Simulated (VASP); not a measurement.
# Y (Im-3m) in VASP: further runs, part 2 of 2

VASP 6.6.1. The steps go on from the part before.

## Step 3: Single point, revPBE (31.36 Å³/atom)

This run uses another cell than the first one, of 31.36 Å³/atom.

Input file INCAR:

```
PREC = Accurate
ENCUT = 520
EDIFF = 1E-7
ISMEAR = -1
SIGMA = 0.1
LREAL = F
LASPH = T
NELM = 100
ALGO = Normal
ISIF = 2
LWAVE = F
LCHARG = F
GGA = RE
NBANDS = 12
```

Input file KPOINTS:

```
Automatic mesh
0
Gamma
  18 18 18
```

Input file POSCAR:

```
Y
1.0
   -1.9866675707      1.9866675707      1.9866675707
    1.9866675707     -1.9866675707      1.9866675707
    1.9866675707      1.9866675707     -1.9866675707
Y
1
Direct
    0.0000000000      0.0000000000      0.0000000000
```

Potentials or basis: VASP PAW PBE potentials, release 64 (Y_sv).

Started as:

```sh
$ cat potpaw_PBE.64/Y_sv/POTCAR > POTCAR
$ mpirun -np 1 vasp_std > vasp.out
```

OUTCAR:

```text
PREC = Accurate
   ENCUT = 520
   EDIFF = 1E-7
   ISMEAR = -1
   LREAL = F
   LASPH = T
   NELM = 100
   ISIF = 2
   GGA = RE

 ion  position               nearest neighbor table
   1  0.000  0.000  0.000-

  LATTYP: Found a body centered cubic cell.
 ALAT       =     3.9733351414

  Lattice vectors:

 A1 = (  -1.9866675707,   1.9866675707,   1.9866675707)
 A2 = (   1.9866675707,  -1.9866675707,   1.9866675707)
 A3 = (   1.9866675707,   1.9866675707,  -1.9866675707)

Analysis of symmetry for initial positions (statically):
=====================================================================
 Subroutine PRICEL returns:
 Original cell was already a primitive cell.

 Routine SETGRP: Setting up the symmetry group for a
 body centered cubic supercell.

 Subroutine GETGRP returns: Found 48 space group operations
 (whereof 48 operations were pure point group operations)
 out of a pool of 48 trial point group operations.

The static configuration has the point symmetry O_h .

Analysis of symmetry for dynamics (positions and initial velocities):
=====================================================================
 Subroutine PRICEL returns:
[... 160 lines left out ...]
 Fermi energy:         3.4401908305

 k-point     1 :       0.0000    0.0000    0.0000
  band No.  band energies     occupation
      1     -39.3298      2.00000
      2     -18.9935      2.00000
      3     -18.9935      2.00000
      4     -18.9935      2.00000
      5      -1.4400      2.00000
      6       5.1809      0.00000
      7       5.1809      0.00000
      8       5.1809      0.00000
      9       7.1686      0.00000
     10       7.1686      0.00000
     11      13.8498      0.00000
     12      13.8498      0.00000
[... 331 lines left out ...]
 k-point    24 :       0.3889    0.1111    0.0000
  band No.  band energies     occupation
      1     -39.2481      2.00000
      2     -19.5870      2.00000
      3     -19.2122      2.00000
      4     -19.0250      2.00000
      5       1.5807      2.00000
      6       3.6279      0.26554
      7       3.9958      0.00770
      8       7.0070      0.00000
      9       7.8289      0.00000
     10       9.5140      0.00000
     11      11.7081      0.00000
     12      12.4112      0.00000

 [... further k-points ...]
[... 5 lines left out ...]
  --------------------------------------------------------------------------------------
  -------------------------------------------------------------------------------------
  Total        0.6536270      0.6536270      0.6536270      0.0000000     -0.0000000     -0.0000000
  in kB       33.3891178     33.3891178     33.3891178      0.0000000     -0.0000000     -0.0000000
  external PRESSURE =      33.3891178 kB  Pullay stress =       0.0000000 kB

 VOLUME and BASIS-vectors are now :
 -----------------------------------------------------------------------------
  energy-cutoff  :      520.00
  volume of cell :       31.36
      direct lattice vectors                 reciprocal lattice vectors
    -1.986667571  1.986667571  1.986667571     0.000000000  0.251677738  0.251677738
     1.986667571 -1.986667571  1.986667571     0.251677738  0.000000000  0.251677738
     1.986667571  1.986667571 -1.986667571     0.251677738  0.251677738  0.000000000

 POSITION                                       TOTAL-FORCE (eV/Angst)
 -----------------------------------------------------------------------------------
      0.00000      0.00000      0.00000         0.000000     -0.000000     -0.000000
 -----------------------------------------------------------------------------------
    total drift:                               -0.000000     -0.000000     -0.000000

  FREE ENERGIE OF THE ION-ELECTRON SYSTEM (eV)
  ---------------------------------------------------
  free  energy   TOTEN  =        -6.0656777834 eV

  energy  without entropy=       -5.9889919957  energy(sigma->0) =       -6.02733489
```

OSZICAR:

```text
N       E                     dE             d eps       ncg     rms          rms(c)
DAV:   1     0.247898900266E+02    0.24790E+02   -0.56204E+03  4688   0.837E+02
DAV:   2    -0.487604751253E+01   -0.29666E+02   -0.28768E+02  5636   0.166E+02
DAV:   3    -0.621163179733E+01   -0.13356E+01   -0.13119E+01  6612   0.222E+01
DAV:   4    -0.624420458092E+01   -0.32573E-01   -0.32546E-01  5268   0.332E+00
DAV:   5    -0.624483563253E+01   -0.63105E-03   -0.63102E-03  6000   0.358E-01    0.244E+01
DAV:   6    -0.609415733822E+01    0.15068E+00   -0.18584E-01  5116   0.300E+00    0.149E+01
DAV:   7    -0.606940773904E+01    0.24750E-01   -0.28606E-01  5640   0.370E+00    0.116E+00
DAV:   8    -0.606596653553E+01    0.34412E-02   -0.36948E-02  5380   0.152E+00    0.192E-01
DAV:   9    -0.606571781393E+01    0.24872E-03   -0.81639E-04  5600   0.244E-01    0.923E-02
DAV:  10    -0.606567648415E+01    0.41330E-04   -0.18425E-04  5316   0.116E-01    0.289E-02
DAV:  11    -0.606568081848E+01   -0.43343E-05   -0.24649E-05  5292   0.399E-02    0.247E-02
DAV:  12    -0.606567787226E+01    0.29462E-05   -0.42867E-06  5044   0.175E-02    0.410E-03
DAV:  13    -0.606567778341E+01    0.88850E-07   -0.29834E-07  5792   0.429E-03
   1 F= -.60656778E+01 E0= -.60273349E+01  d E =-.766858E-01
```

stdout:

```text
POSCAR found type information on POSCAR Y
 POSCAR found :  1 types and       1 ions
 scaLAPACK will be used
 -----------------------------------------------------------------------------
|                                                                             |
|                                                                             |
|     You enforced a specific xc type in the INCAR file but a different       |
|     I HOPE YOU KNOW WHAT YOU ARE DOING!                                     |
|                                                                             |
 -----------------------------------------------------------------------------

 LDA part: xc-table for (Slater+PW92), standard interpolation
 POSCAR, INCAR and KPOINTS ok, starting setup
 FFT: planning ... GRIDC
 FFT: planning ... GRID_SOFT
 FFT: planning ... GRID
 WAVECAR not read
 entering main loop
```

Wall time 40 s (1 thread of Intel Xeon Platinum 8488C (Sapphire Rapids), shared host); peak memory 0.23 GiB.

Results:

| Quantity | Value |
| --- | --- |
| Free energy | -6.0657 eV |
| Pressure | 3.3 GPa |
| Band gap on the k mesh | zero (an odd number of electrons rules out a gap without spin polarisation) |

Caveat: the cell stands under pressure; the PAW data sets were made with another functional, which shifts forces and pressure a little.

## Step 4: Single point, revPBE (32.73 Å³/atom)

This run uses another cell than the first one, of 32.73 Å³/atom.

Input file INCAR:

```
SYSTEM = Y
  PREC = Accurate
  ENCUT = 520
  EDIFF = 1E-6
  ISMEAR = -1
  SIGMA = 0.1
  LREAL = .False.
  LASPH = .True.
  NELM = 100
  ALGO = Normal
  ISIF = 2
  LWAVE = .False.
  LCHARG = .False.
  GGA = RE
  NBANDS = 12
```

Input file KPOINTS:

```
regular mesh
0
Gamma
  18 18 18
  0 0 0
```

Input file POSCAR:

```
Y
1.0
   -2.0150523710      2.0150523710      2.0150523710
    2.0150523710     -2.0150523710      2.0150523710
    2.0150523710      2.0150523710     -2.0150523710
Y
1
Direct
    0.0000000000      0.0000000000      0.0000000000
```

Started as:

```sh
$ cat potpaw_PBE.64/Y_sv/POTCAR > POTCAR
$ mpirun -np 1 vasp_std > vasp.out
```

Wall time 46 s (1 thread of Intel Xeon Platinum 8488C (Sapphire Rapids), shared host); peak memory 0.24 GiB.

The run converged. Its results:

- Free energy: -6.0861 eV
- Pressure: 1.5 GPa
- Band gap on the k mesh: zero (an odd number of electrons rules out a gap without spin polarisation)

Levels at points of the mesh, in eV from the Fermi level:
| k point | band 2 | band 3 | band 4 | band 5 | band 6 | band 7 | band 8 | band 9 |
| --- | --- | --- | --- | --- | --- | --- | --- | --- |
| (0.00, 0.00, 0.00) | -22.57 | -22.57 | -22.57 | -4.81 | 1.69 | 1.69 | 1.69 | 3.60 |
| (0.50, 0.00, 0.00) | -23.12 | -22.75 | -22.57 | -1.99 | 0.20 | 0.73 | 3.54 | 4.18 |
| (0.50, 0.50, 0.50) | -22.95 | -22.95 | -22.95 | -1.47 | -1.47 | 5.30 | 5.30 | 5.30 |

Caveat: the PAW data sets were made with another functional, which shifts forces and pressure a little.

## Step 5: Single point, revPBE

This run uses another cell than the first one, of 34.09 Å³/atom.

Input file INCAR:

```
ALGO = Normal
EDIFF = 1E-6
ENCUT = 520
GGA = RE
ISIF = 2
ISMEAR = -1
LASPH = True
LCHARG = False
LREAL = False
LWAVE = False
NBANDS = 12
NELM = 60
PREC = Accurate
SIGMA = 0.1
```

Input file KPOINTS:

```
k-points
0
Gamma
  18 18 18
```

Input file POSCAR:

```
Y
1.0
   -2.0426592587      2.0426592587      2.0426592587
    2.0426592587     -2.0426592587      2.0426592587
    2.0426592587      2.0426592587     -2.0426592587
Y
1
Direct
    0.0000000000      0.0000000000      0.0000000000
```

Started as:

```sh
$ cat potpaw_PBE.64/Y_sv/POTCAR > POTCAR
$ mpirun -np 1 vasp_std > vasp.out
```

Run time: 44 s. Hardware: 1 thread of Intel Xeon Platinum 8488C (Sapphire Rapids), shared host; peak memory 0.23 GiB.

It converged, with:

```yaml
Free_energy: -6.0920 eV
Pressure: -0.1 GPa
Band_gap_on_the_k_mesh: zero (an odd number of electrons rules out a gap without spin polarisation)
```

Levels at points of the mesh, in eV from the Fermi level:
| k point | band 1 | band 2 | band 3 | band 4 | band 5 | band 6 | band 7 | band 8 | band 9 | band 10 |
| --- | --- | --- | --- | --- | --- | --- | --- | --- | --- | --- |
| (0.00, 0.00, 0.00) | -42.98 | -22.70 | -22.70 | -22.70 | -4.74 | 1.65 | 1.65 | 1.65 | 3.47 | 3.47 |
| (0.50, 0.00, 0.00) | -42.92 | -23.18 | -22.86 | -22.70 | -1.92 | 0.22 | 0.62 | 3.40 | 4.01 | 5.58 |
| (0.50, 0.50, 0.50) | -42.88 | -23.04 | -23.04 | -23.04 | -1.37 | -1.37 | 5.08 | 5.08 | 5.08 | 5.24 |

Caveat: the PAW data sets were made with another functional, which shifts forces and pressure a little.

## Step 6: Summary

```tsv
cell	gap on the mesh (eV)	pressure (GPa)
a = 3.390 Å, angles 109.5°, 1 atom	none	5.5
a = 3.441 Å, angles 109.5°, 1 atom	none	3.3
a = 3.490 Å, angles 109.5°, 1 atom	none	1.5
a = 3.538 Å, angles 109.5°, 1 atom	none	-0.1
```

Alike in all rows: task single point; level revPBE; potentials or basis VASP PAW PBE potentials, release 64 (Y_sv); no spin polarisation; k mesh 18 × 18 × 18; cutoff (eV) 520; smearing fermi-dirac 0.1 eV.

Caveats: the PAW data sets were made with another functional, which shifts forces and pressure a little; the cell stands under pressure (at least some runs).

Absolute energies hang on the potentials; compare differences alone.
